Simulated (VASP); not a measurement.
The system is ScTl2PtN3.

```
Sc Tl Pt N
1.0
     3.30000    0.00000    0.00000
    -1.65000    2.85788    0.00000
     0.00000    0.00000   13.15000
Sc Tl Pt N
1 2 1 3
Direct
  0.00000 0.00000 0.41000
  0.33333 0.66667 0.82000
  0.66667 0.33333 0.18000
  0.33333 0.66667 0.59000
  0.33333 0.66667 0.32000
  0.66667 0.33333 0.50000
  0.00000 0.00000 0.68000
```

```yaml
Program: VASP 6.6.1
Task: relaxation of cell and atoms
Functional: PBE
Potentials_or_basis: VASP PAW PBE potentials, release 64 (Sc_sv, Tl_d, Pt, N)
Cutoff: 600 eV
k_mesh: 4 × 4 × 1
Occupations: gaussian, width 0.15 eV
Spin: no spin polarisation
```

At the start: pressure -3.4 GPa; volume 17.72 Å³/atom.

Q: How do energy, volume and symmetry change on relaxing?

A: Over 32 steps the energy falls by 90.3 meV/atom and the volume is 15.75 Å³/atom (-11.1 %); space group P3m1 (No. 156, to 0.05 Å).

The path:
```
step  energy change (eV)  largest force (eV/Å)  pressure (GPa)  volume (Å³)
   1              0.0000                2.2937           -3.42       124.02
   2             -0.4523                0.8047            3.33       117.32
   3             -0.4523                0.8052            3.34       117.33
   4             -0.5296                0.4135           -1.05       121.82
   5             -0.5323                0.3335           -0.44       121.09
   6             -0.5429                0.1195           -0.11       120.68
   7             -0.5440                0.1166            0.05       120.49
   8             -0.5455                0.0972           -0.15       120.54
   9             -0.5468                0.0972           -0.56       120.65
  10             -0.5475                0.0952           -0.50       120.52
  11             -0.5492                0.1152           -0.31       120.11
  12             -0.5510                0.2101            0.11       119.31
  13             -0.5512                0.2517            0.28       118.97
  14             -0.5526                0.2500            0.27       118.80
  15             -0.5568                0.2459            0.22       118.32
  16             -0.5644                0.2421            0.14       117.34
  17             -0.5767                0.4413            0.07       115.37
  18             -0.5776                0.8301            0.31       111.39
  19             -0.5820                0.6286            0.18       113.42
  20             -0.5852                0.5986            0.11       113.20
  21             -0.5935                0.5090           -0.02       112.53
  22             -0.6033                0.3313           -0.22       111.19
  23             -0.6039                0.2501           -0.28       110.57
  24             -0.6090                0.2075           -0.13       110.45
  25             -0.6192                0.2304            0.32       110.09
  26             -0.6167                0.2817            1.30       109.35
  27             -0.6219                0.2528            0.74       109.78
  28             -0.6266                0.1352            0.01       110.34
  29             -0.6275                0.1217           -0.48       110.73
  30             -0.6302                0.0816           -0.26       110.53
  31             -0.6312                0.0926           -0.02       110.32
  32             -0.6318                0.0461            0.02       110.26
```

Final structure:
```xyz
7
Lattice="3.3050 0.0000 0.0000 -1.6525 2.8622 0.0000 0.0000 0.0000 11.6562" Properties=species:S:1:pos:R:3 pbc="T T T"
Sc    0.0000    0.0000    4.5844
Tl    0.0000    1.9082    9.9968
Tl    1.6525    0.9541    1.7980
Pt    0.0000    1.9082    6.9792
N     0.0000    1.9082    3.5335
N     1.6525    0.9541    5.9510
N     0.0000    0.0000    7.9538
```

Caveat: the k points lie up to 0.55 Å⁻¹ apart in the final cell; the relaxation stopped at a loose force limit of 0.08 eV/Å, so its end isn't a converged minimum.
